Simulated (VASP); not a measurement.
A run of VASP 6.6.1 is set up as follows.

File INCAR:

```
ALGO = Normal
EDIFF = 1E-6
ENCUT = 520
ISIF = 2
ISMEAR = -1
LASPH = True
LCHARG = False
LREAL = False
LWAVE = False
NBANDS = 16
NELM = 60
PREC = Accurate
SIGMA = 0.05
```

File KPOINTS:

```
k-points
0
Gamma
  9 9 8
```

Contents of POSCAR:

```
GaAs
1.0
    3.6297626394     -0.0000000029      0.0000000000
   -1.8148813172      3.1434666569      0.0000000000
    0.0000000000      0.0000000000      3.2935315657
Ga As
1 1
Direct
    0.3333333333      0.6666666667      0.5000000000
    0.0000000000      0.0000000000      0.0000000000
```

Potentials or basis: VASP PAW LDA potentials, release 64 (Ga_d, As).

Command:

```bash
$ cat potpaw_LDA.64/Ga_d/POTCAR potpaw_LDA.64/As/POTCAR > POTCAR
$ mpirun -np 1 vasp_std > vasp.out
```

Q: Estimate the band gap on the k mesh.

A: Zero (band 9 reaches 7.53 eV, above the bottom of band 10 at 3.47 eV).

Q: Predict the pressure.

A: 0.3 GPa.

Stress tensor (GPa, compression positive):
```
0.24 0.00 0.00
0.00 0.24 0.00
0.00 0.00 0.38
```
